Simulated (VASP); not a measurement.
Write the native input for VASP 6.6.1 that does the following.

- Task: relaxation of cell and atoms
- Functional: PBEsol
- Potentials or basis: VASP PAW PBE potentials, release 64 (Si)
- Cutoff: 600 eV
- k mesh: 10 × 10 × 10
- Occupations: gaussian, width 0.02 eV
- Spin: no spin polarisation
- Dipole correction: no
- Further INCAR settings: ALGO = Normal; EDIFF = 1e-06; IBRION = 2; EDIFFG = -0.002; NSW = 100; ISIF = 3

The structure of Si lies in POSCAR:

```
Si
1.0
    0.0000000000      2.7185000000      2.7185000000
    2.7185000000      0.0000000000      2.7185000000
    2.7185000000      2.7185000000      0.0000000000
Si
2
Direct
    0.5000000000      0.5000000000      0.5000000000
    0.7500000000      0.7500000000      0.7500000000
```

One way to write it, as run:

INCAR

```
SYSTEM = Si
PREC = Accurate ; ENCUT = 600
EDIFF = 1E-6 ; ISMEAR = 0
SIGMA = 0.02 ; LREAL = .False.
LASPH = .True. ; NELM = 100
ALGO = Normal ; ISIF = 3
LWAVE = .False. ; LCHARG = .False.
GGA = PS ; IBRION = 2
NSW = 100 ; EDIFFG = -0.002
```

KPOINTS

```
regular mesh
0
Gamma
  10 10 10
  0 0 0
```

Potentials or basis: VASP PAW PBE potentials, release 64 (Si).

The run is started by

```sh
$ cat potpaw_PBE.64/Si/POTCAR > POTCAR
$ mpirun -np 1 vasp_std > vasp.out
```

Results of the run:

| Item | Value |
| --- | --- |
| Relaxed volume | 20.08 Å³/atom |
| Relaxed cell | a = 3.844 Å, b = 3.844 Å, c = 3.844 Å, α = 60.00°, β = 60.00°, γ = 60.00° |
| Space group after relaxing (to 0.05 Å) | Fd-3m (No. 227) |
| Energy gained by relaxing | 0.0 meV/atom |
| Ionic steps | 3 |
| Pressure after relaxing | 0.0 GPa |
| Band gap on the k mesh | 0.47 eV, indirect (least direct gap 2.52 eV) |

Caveat: the PAW data sets were made with another functional, which shifts forces and pressure a little.

Run time: 8.7 s on 1 thread of Intel(R) Xeon(R) 6975P-C (Granite Rapids), with other jobs on the host, peak memory 0.17 GiB.
